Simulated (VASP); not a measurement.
# SiW3 (Im-3m) in VASP: notebook

Runs on SiW3. Level: PBEsol. Tasks: single point.

All numbers are computed with VASP 6.6.1; they aren't measurements. Logs are shortened: lines on timing, memory, paths and dates and some standing lists are left out, and cuts for length are marked.

**1. The cell of the first run**

The structure is cubic, space group Im-3m (No. 229). The conventional cell has a = 5.212 Å, b = 5.212 Å, c = 5.212 Å, α = 90.00°, β = 90.00°, γ = 90.00°. Within 3.4 Å of Si (site symmetry m-3m) lie 6 W at 2.61 Å. Within 3.4 Å of W (site symmetry 4/mmm) lie 2 Si at 2.61 Å and 4 W at 2.61 Å.

**2. Single point, PBEsol**

INCAR

```
SYSTEM = SiW3
PREC     = Accurate       ! precision mode
ENCUT    = 520            ! plane-wave cutoff, eV
EDIFF    = 1E-6           ! SCF threshold, eV
ISMEAR   = 0              ! smearing method
SIGMA    = 0.5            ! smearing width, eV
LREAL    = .False.        ! projectors in reciprocal space
LASPH    = .True.         ! aspherical terms in the spheres
NELM     = 100            ! most SCF steps
ALGO     = Normal         ! electronic algorithm
ISIF     = 2              ! what is computed and relaxed
LWAVE    = .False.        ! write WAVECAR
LCHARG   = .False.        ! write CHGCAR
GGA      = PS             ! functional
NBANDS   = 31             ! bands
```

KPOINTS

```
Automatic mesh
0
Gamma
  6 6 6
  0 0 0
```

POSCAR

```
SiW3
1.0
    4.5140280000      0.0000000000      0.0000000000
   -1.5046759529      4.2558664290      0.0000000000
   -1.5046759529     -2.1279331145      3.6856885004
Si W
1 3
Direct
    0.0000000000      0.0000000000      0.0000000000
    0.5000000000      0.5000000000      0.0000000000
    0.5000000000      1.0000000000      0.5000000000
    1.0000000000      0.5000000000      0.5000000000
```

Potentials or basis: VASP PAW PBE potentials, release 64 (Si, W_sv).

Run with:

```
$ cat potpaw_PBE.64/Si/POTCAR potpaw_PBE.64/W_sv/POTCAR > POTCAR
$ mpirun -np 1 vasp_std > vasp.out
```

OUTCAR:

```text
SYSTEM = SiW3
   PREC = Accurate
   ENCUT = 520
   EDIFF = 1E-6
   ISMEAR = 0
   LREAL = .False.
   LASPH = .True.
   NELM = 100
   ISIF = 2
   GGA = PS

 ion  position               nearest neighbor table
   1  0.000  0.000  0.000-   2 2.61   2 2.61   3 2.61   3 2.61   4 2.61   4 2.61
   2  0.500  0.500  0.000-   1 2.61   1 2.61   4 2.61   4 2.61   3 2.61   3 2.61
   3  0.500  0.000  0.500-   4 2.61   4 2.61   1 2.61   1 2.61   2 2.61   2 2.61
   4  0.000  0.500  0.500-   3 2.61   3 2.61   2 2.61   2 2.61   1 2.61   1 2.61

  LATTYP: Found a body centered cubic cell.
 ALAT       =     5.2123505619

  Lattice vectors:

 A1 = (   4.5140280000,   0.0000000000,   0.0000000000)
 A2 = (  -1.5046759529,   4.2558664290,   0.0000000000)
 A3 = (  -1.5046759529,  -2.1279331145,   3.6856885004)

Analysis of symmetry for initial positions (statically):
=====================================================================
 Subroutine PRICEL returns:
 Original cell was already a primitive cell.

 Routine SETGRP: Setting up the symmetry group for a
 body centered cubic supercell.

 Subroutine GETGRP returns: Found 48 space group operations
 (whereof 48 operations were pure point group operations)
 out of a pool of 48 trial point group operations.

The static configuration has the point symmetry O_h .

Analysis of symmetry for dynamics (positions and initial velocities):
=====================================================================
 Subroutine PRICEL returns:
 Original cell was already a primitive cell.

 Routine SETGRP: Setting up the symmetry group for a
 body centered cubic supercell.

 Subroutine GETGRP returns: Found 48 space group operations
 (whereof 48 operations were pure point group operations)
 out of a pool of 48 trial point group operations.

The dynamic configuration has the point symmetry O_h .

 Subroutine INISYM returns: Found 48 space group operations
 (whereof 48 operations are pure point group operations),
 and found     1 'primitive' translations

----------------------------------------------------------------------------------------

                                     Primitive cell

  volume of cell :      70.8061

  direct lattice vectors                    reciprocal lattice vectors
     4.514028000  0.000000000  0.000000000     0.221531634  0.078323258  0.135659857
    -1.504675953  4.255866429  0.000000000     0.000000000  0.234969780  0.135659857
    -1.504675953 -2.127933114  3.685688500     0.000000000  0.000000000  0.271319728

  length of vectors
     4.514028000  4.514028000  4.514028000     0.271319728  0.271319728  0.271319728

  position of ions in fractional coordinates (direct lattice)
     0.000000000  0.000000000  0.000000000
     0.500000000  0.500000000  0.000000000
     0.500000000  1.000000000  0.500000000
     0.000000000  0.500000000  0.500000000

  ion indices of the primitive-cell ions
   primitive index   ion index
                 1           1
                 2           2
                 3           3
                 4           4

----------------------------------------------------------------------------------------

 KPOINTS: Automatic mesh

Automatic generation of k-mesh.
 Grid dimensions read from file:
 generate k-points for:    6    6    6

 Generating k-lattice:

  Cartesian coordinates                     Fractional coordinates (reciprocal lattice)
     0.036921939  0.013053876  0.022609976     0.166666667  0.000000000  0.000000000
     0.000000000  0.039161630  0.022609976     0.000000000  0.166666667 -0.000000000
     0.000000000  0.000000000  0.045219955     0.000000000  0.000000000  0.166666667

  Length of vectors
     0.045219955  0.045219955  0.045219955

  Shift w.r.t. Gamma in fractional coordinates (k-lattice)
     0.000000000  0.000000000  0.000000000

 Subroutine IBZKPT returns following result:
 ===========================================

 Found     16 irreducible k-points:

 Following reciprocal coordinates:
            Coordinates               Weight
  0.000000  0.000000  0.000000      1.000000
  0.166667 -0.000000 -0.000000     12.000000
  0.333333 -0.000000 -0.000000     12.000000
  0.500000 -0.000000  0.000000      6.000000
  0.166667  0.166667  0.000000     24.000000
  0.333333  0.166667 -0.000000     48.000000
[... 8 lines left out ...]
  0.500000  0.500000  0.333333     12.000000
  0.500000  0.500000  0.500000      1.000000
   k-points           NKPTS =     16   k-points in BZ     NKDIM =     16   number of bands    NBANDS=     31
   number of dos      NEDOS =    301   number of ions     NIONS =      4
   total plane-waves  NPLWV =  46656
   dimension x,y,z NGX =    36 NGY =   36 NGZ =   36
   dimension x,y,z NGXF=    72 NGYF=   72 NGZF=   72
   ions per type =               1   3
   NGX,Y,Z   is equivalent  to a cutoff of  13.26, 13.26, 13.26 a.u.
   NGXF,Y,Z  is equivalent  to a cutoff of  26.52, 26.52, 26.52 a.u.
 SYSTEM =  SiW3
   PREC   = accura    normal or accurate (medium, high low for compatibility)
   ISTART =      0    job   : 0-new  1-cont  2-samecut
   ICHARG =      2    charge: 1-file 2-atom 10-const
   ISPIN  =      1    spin polarized calculation?
   LNONCOLLINEAR =      F non collinear calculations
   LSORBIT =      F    spin-orbit coupling
   LASPH  =      T    aspherical Exc in radial PAW
   ENCUT  =  520.0 eV  38.22 Ry    6.18 a.u.   8.39  8.39  8.39*2*pi/ulx,y,z
   NELM   =    100;   NELMIN=  2; NELMDL= -5     # of ELM steps
   EDIFF  = 0.1E-05   stopping-criterion for ELM
   LREAL  =      F    real-space projection
   EDIFFG = 0.1E-04   stopping-criterion for IOM
   NSW    =      0    number of steps for IOM
   IBRION =     -1    ionic relax: 0-MD 1-quasi-New 2-CG
   NFREE  =      0    steps in history (QN), initial steepest desc. (CG)
   ISIF   =      2    stress and relaxation
   ISYM   =      2    0-nonsym 1-usesym 2-fastsym
   POTIM  = 0.5000    time-step for ionic-motion
   TEBEG  =    0.0;   TEEND  =   0.0 temperature during run
   PSTRESS=    0.0 pullay stress
   NELECT =      46.0000    total number of electrons
   NUPDOWN=      -1.0000    fix difference up-down
   EMIN   =  10.00;   EMAX   =-10.00  energy-range for DOS
   EFERMI =   0.00;   METHOD = LEGACY
   ISMEAR =     0;   SIGMA  =   0.50  broadening in eV -4-tet -1-fermi 0-gaus
   EFERMI_NEDOS =   21; number of points for ismear=-14 and -15
   IALGO  =     38    algorithm
   IMIX   =      4    mixing-type and parameters
     AMIX     =   0.40;   BMIX     =  1.00
     AMIX_MAG =   1.60;   BMIX_MAG =  1.00
  volume/ion in A,a.u.               =      17.70       119.46
  Fermi-wavevector in a.u.,A,eV,Ry     =   1.417872  2.679390 27.352638  2.010362
  Thomas-Fermi vector in A             =   2.539057
   LORBIT       =      0    0 simple, 1 ext, 2 COOP (PROOUT), +10 PAW based schemes
   GGA     = PS    functional components
   LHFCALC =     F    Hartree Fock is set to
   AEXX    =    0.0000 exact exchange contribution
   IVDW    =     0    specifies the selected vdW correction
   LEPSILON=     F    determine dielectric tensor
   LRPA    =     F    only Hartree local field effects (RPA)
 non-spin polarized calculation
 Gauss-broadening in eV      SIGMA  =   0.50
  energy-cutoff  :      520.00
  volume of cell :       70.81
 maximum number of plane-waves:      1926
 NGX is ok and might be reduce to    36
   NGX = 17   NGY = 17   NGZ = 17

 number of electron      46.0000005 magnetization

 Free energy of the ion-electron system (eV)
  ---------------------------------------------------
  ext. energy  EPLUGINS =         0.00000000
  ---------------------------------------------------
  free energy    TOTEN  =       -41.94054217 eV

  energy without entropy =      -41.38344422  energy(sigma->0) =      -41.66199319

 E-fermi :   8.8963     XC(G=0): -12.3652

 val. band max:        8.8914748697   @ k =   0.3333   0.3333   0.0000
 cond. band min:       8.9052066016   @ k =  -0.3333   0.3333   0.3333
 fundamental gap:      0.0137317319
 Fermi energy:         8.8963349261

 k-point     1 :       0.0000    0.0000    0.0000
  band No.  band energies     occupation
      1     -65.0299      2.00000
      2     -64.8669      2.00000
      3     -64.8669      2.00000
      4     -29.7850      2.00000
      5     -29.7850      2.00000
      6     -29.7850      2.00000
[... 23 lines left out ...]
     30      12.6751      0.00000
     31      14.3002      0.00000

 k-point     2 :       0.1667   -0.0000   -0.0000
  band No.  band energies     occupation
      1     -65.0202      2.00000
      2     -64.8766      2.00000
      3     -64.8672      2.00000
      4     -29.7863      2.00000
      5     -29.7047      2.00000
      6     -29.7003      2.00000
[... 23 lines left out ...]
     30      12.3331      0.00000
     31      13.2740      0.00000

 k-point     3 :       0.3333   -0.0000   -0.0000
  band No.  band energies     occupation
      1     -64.9952      2.00000
      2     -64.9015      2.00000
      3     -64.8677      2.00000
      4     -29.7890      2.00000
      5     -29.4838      2.00000
      6     -29.4689      2.00000
[... 23 lines left out ...]
     30      12.0785      0.00000
     31      12.1962      0.00000

 k-point     4 :       0.5000   -0.0000    0.0000
  band No.  band energies     occupation
      1     -64.9750      2.00000
      2     -64.9216      2.00000
      3     -64.8679      2.00000
      4     -29.7903      2.00000
      5     -29.3184      2.00000
      6     -29.2678      2.00000
[... 363 lines left out ...]
     30      12.5004      0.00000
     31      13.0096      0.00000

 k-point    15 :       0.5000    0.5000    0.3333
  band No.  band energies     occupation
      1     -64.9743      2.00000
      2     -64.9647      2.00000
      3     -64.8249      2.00000
      4     -29.8166      2.00000
      5     -29.7422      2.00000
      6     -29.7379      2.00000
[... 23 lines left out ...]
     30      12.3085      0.00000
     31      14.2482      0.00000

 k-point    16 :       0.5000    0.5000    0.5000
  band No.  band energies     occupation
      1     -64.9740      2.00000
      2     -64.9740      2.00000
      3     -64.8156      2.00000
      4     -29.8249      2.00000
      5     -29.8249      2.00000
      6     -29.8249      2.00000
[... 23 lines left out ...]
     30      12.4713      0.00000
     31      14.8077      0.00000

------------------------ aborting loop because EDIFF is reached ----------------------------------------

  FORCE on cell =-STRESS in cart. coord.  units (eV):
  Direction    XX          YY          ZZ          XY          YZ          ZX
  --------------------------------------------------------------------------------------
  -------------------------------------------------------------------------------------
  Total       -2.0821193     -2.0821193     -2.0821194     -0.0000000     -0.0000001     -0.0000000
  in kB      -47.1134958    -47.1134961    -47.1134976     -0.0000005     -0.0000013     -0.0000009
  external PRESSURE =     -47.1134965 kB  Pullay stress =       0.0000000 kB

 VOLUME and BASIS-vectors are now :
 -----------------------------------------------------------------------------
  energy-cutoff  :      520.00
  volume of cell :       70.81
      direct lattice vectors                 reciprocal lattice vectors
     4.514028000  0.000000000  0.000000000     0.221531634  0.078323258  0.135659857
    -1.504675953  4.255866429  0.000000000     0.000000000  0.234969780  0.135659857
    -1.504675953 -2.127933114  3.685688500     0.000000000  0.000000000  0.271319728

 POSITION                                       TOTAL-FORCE (eV/Angst)
 -----------------------------------------------------------------------------------
      0.00000      0.00000      0.00000        -0.000000     -0.000000      0.000000
      1.50468      2.12793      0.00000        -0.000000     -0.000000      0.000000
      1.50468     -1.06397      1.84284        -0.000000     -0.000000      0.000000
     -1.50468      1.06397      1.84284         0.000000      0.000000      0.000000
 -----------------------------------------------------------------------------------
    total drift:                               -0.000000     -0.000000      0.000000

  FREE ENERGIE OF THE ION-ELECTRON SYSTEM (eV)
  ---------------------------------------------------
  free  energy   TOTEN  =       -41.9405421655 eV

  energy  without entropy=      -41.3834442177  energy(sigma->0) =      -41.66199319
```

It took 50 s on 1 thread of Intel Xeon 6975P-C, shared host; peak memory 0.21 GiB.

What came out:

| Item | Value |
| --- | --- |
| Free energy | -41.9405 eV |
| Pressure | -4.7 GPa |
| Band gap on the k mesh | zero (band 23 reaches 10.09 eV, above the bottom of band 24 at 8.57 eV) |

Levels at points of the mesh, in eV from the Fermi level:
| k point | band 19 | band 20 | band 21 | band 22 | band 23 | band 24 | band 25 | band 26 |
| --- | --- | --- | --- | --- | --- | --- | --- | --- |
| (0.00, 0.00, 0.00) | -3.73 | -0.32 | -0.32 | -0.32 | 0.43 | 0.43 | 1.95 | 1.95 |
| (0.50, 0.00, 0.00) | -1.80 | -1.67 | -1.02 | -0.43 | -0.38 | -0.32 | -0.17 | 0.78 |
| (0.50, 0.50, 0.50) | -2.98 | -2.72 | -2.72 | -2.72 | 0.02 | 0.02 | 1.15 | 1.15 |

Caveat: the PAW data sets were made with another functional, which shifts forces and pressure a little; spin-orbit coupling is left out, which moves the levels of the heavy elements.

**3. Single point, PBEsol**

INCAR

```
  ALGO = Normal
  EDIFF = 1E-6
  ENCUT = 520
  GGA = PS
  ISIF = 2
  ISMEAR = 0
  LASPH = T
  LCHARG = F
  LREAL = F
  LWAVE = F
  NBANDS = 31
  NELM = 80
  PREC = Accurate
  SIGMA = 0.3
```

KPOINTS

```
k-points
0
Gamma
  6 6 6
```

POSCAR is that of step 2.

Potentials or basis: VASP PAW PBE potentials, release 64 (Si, W_sv).

Run with:

```
$ cat potpaw_PBE.64/Si/POTCAR potpaw_PBE.64/W_sv/POTCAR > POTCAR
$ mpirun -np 1 vasp_std > vasp.out
```

Wall time 49 s (1 thread of Intel Xeon 6975P-C, shared host); peak memory 0.21 GiB.

Results (log left out):

* Free energy: -41.7554 eV
* Pressure: -5.0 GPa
* Band gap on the k mesh: zero (band 23 reaches 10.08 eV, above the bottom of band 24 at 8.58 eV)

Levels at points of the mesh, in eV from the Fermi level:
```csv
k point,band 20,band 21,band 22,band 23,band 24,band 25
"(0.00, 0.00, 0.00)",-0.31,-0.31,-0.31,0.43,0.43,1.96
"(0.50, 0.00, 0.00)",-1.65,-1.00,-0.42,-0.36,-0.30,-0.16
"(0.50, 0.50, 0.50)",-2.71,-2.71,-2.71,0.02,0.02,1.16
```

Caveat: the PAW data sets were made with another functional, which shifts forces and pressure a little; spin-orbit coupling is left out, which moves the levels of the heavy elements.

**4. Single point, PBEsol**

INCAR

```
PREC     = Accurate       # precision mode
ENCUT    = 520            # plane-wave cutoff, eV
EDIFF    = 1E-7           # SCF threshold, eV
ISMEAR   = 0              # smearing method
SIGMA    = 0.2            # smearing width, eV
LREAL    = False          # projectors in reciprocal space
LASPH    = True           # aspherical terms in the spheres
NELM     = 80             # most SCF steps
ALGO     = Normal         # electronic algorithm
ISIF     = 2              # what is computed and relaxed
LWAVE    = False          # write WAVECAR
LCHARG   = False          # write CHGCAR
GGA      = PS             # functional
NBANDS   = 31             # bands
```

KPOINTS

```
regular mesh
0
Gamma
  6 6 6
```

POSCAR is that of step 3.

Potentials or basis: VASP PAW PBE potentials, release 64 (Si, W_sv).

Run with:

```
$ cat potpaw_PBE.64/Si/POTCAR potpaw_PBE.64/W_sv/POTCAR > POTCAR
$ mpirun -np 1 vasp_std > vasp.out
```

OUTCAR:

```text
PREC = Accurate
   ENCUT = 520
   EDIFF = 1E-7
   ISMEAR = 0
   LREAL = False
   LASPH = True
   NELM = 80
   ISIF = 2
   GGA = PS

 ion  position               nearest neighbor table
   1  0.000  0.000  0.000-   2 2.61   2 2.61   3 2.61   3 2.61   4 2.61   4 2.61
   2  0.500  0.500  0.000-   1 2.61   1 2.61   4 2.61   4 2.61   3 2.61   3 2.61
   3  0.500  0.000  0.500-   4 2.61   4 2.61   1 2.61   1 2.61   2 2.61   2 2.61
   4  0.000  0.500  0.500-   3 2.61   3 2.61   2 2.61   2 2.61   1 2.61   1 2.61

  LATTYP: Found a body centered cubic cell.
 ALAT       =     5.2123505619

  Lattice vectors:

 A1 = (   4.5140280000,   0.0000000000,   0.0000000000)
 A2 = (  -1.5046759529,   4.2558664290,   0.0000000000)
 A3 = (  -1.5046759529,  -2.1279331145,   3.6856885004)

Analysis of symmetry for initial positions (statically):
=====================================================================
 Subroutine PRICEL returns:
 Original cell was already a primitive cell.

 Routine SETGRP: Setting up the symmetry group for a
 body centered cubic supercell.

[... 159 lines left out ...]

  energy without entropy =      -41.58799086  energy(sigma->0) =      -41.64020946

 E-fermi :   8.8690     XC(G=0): -12.3662

 val. band max:        8.8180640403   @ k =   0.5000   0.5000   0.1667
 cond. band min:       8.8846810158   @ k =  -0.3333   0.3333   0.3333
 fundamental gap:      0.0666169754
 Fermi energy:         8.8689721701

 k-point     1 :       0.0000    0.0000    0.0000
  band No.  band energies     occupation
      1     -65.0477      2.00000
      2     -64.8850      2.00000
      3     -64.8850      2.00000
      4     -29.7899      2.00000
      5     -29.7899      2.00000
      6     -29.7899      2.00000
[... 533 lines left out ...]
     30      12.4664      0.00000
     31      14.7916      0.00000

------------------------ aborting loop because EDIFF is reached ----------------------------------------

  FORCE on cell =-STRESS in cart. coord.  units (eV):
  Direction    XX          YY          ZZ          XY          YZ          ZX
  --------------------------------------------------------------------------------------
  -------------------------------------------------------------------------------------
  Total       -2.2454884     -2.2454884     -2.2454885     -0.0000000     -0.0000001     -0.0000000
  in kB      -50.8101573    -50.8101577    -50.8101593     -0.0000006     -0.0000014     -0.0000010
  external PRESSURE =     -50.8101581 kB  Pullay stress =       0.0000000 kB

 VOLUME and BASIS-vectors are now :
 -----------------------------------------------------------------------------
  energy-cutoff  :      520.00
  volume of cell :       70.81
      direct lattice vectors                 reciprocal lattice vectors
     4.514028000  0.000000000  0.000000000     0.221531634  0.078323258  0.135659857
    -1.504675953  4.255866429  0.000000000     0.000000000  0.234969780  0.135659857
    -1.504675953 -2.127933114  3.685688500     0.000000000  0.000000000  0.271319728

 POSITION                                       TOTAL-FORCE (eV/Angst)
 -----------------------------------------------------------------------------------
      0.00000      0.00000      0.00000        -0.000000      0.000000      0.000000
      1.50468      2.12793      0.00000        -0.000000     -0.000000      0.000000
      1.50468     -1.06397      1.84284         0.000000      0.000000      0.000000
     -1.50468      1.06397      1.84284        -0.000000     -0.000000      0.000000
 -----------------------------------------------------------------------------------
    total drift:                               -0.000000     -0.000000      0.000000

  FREE ENERGIE OF THE ION-ELECTRON SYSTEM (eV)
  ---------------------------------------------------
  free  energy   TOTEN  =       -41.6924280606 eV

  energy  without entropy=      -41.5879908632  energy(sigma->0) =      -41.64020946
```

It took 51 s on 1 thread of Intel Xeon 6975P-C, shared host; peak memory 0.21 GiB.

Results:

```
Free energy            : -41.6924 eV
Pressure               : -5.1 GPa
Band gap on the k mesh : zero (band 23 reaches 10.07 eV, above the bottom of band 24 at 8.58 eV)
```

Caveat: the PAW data sets were made with another functional, which shifts forces and pressure a little; spin-orbit coupling is left out, which moves the levels of the heavy elements.

(Part 1 of 2 ends here.)
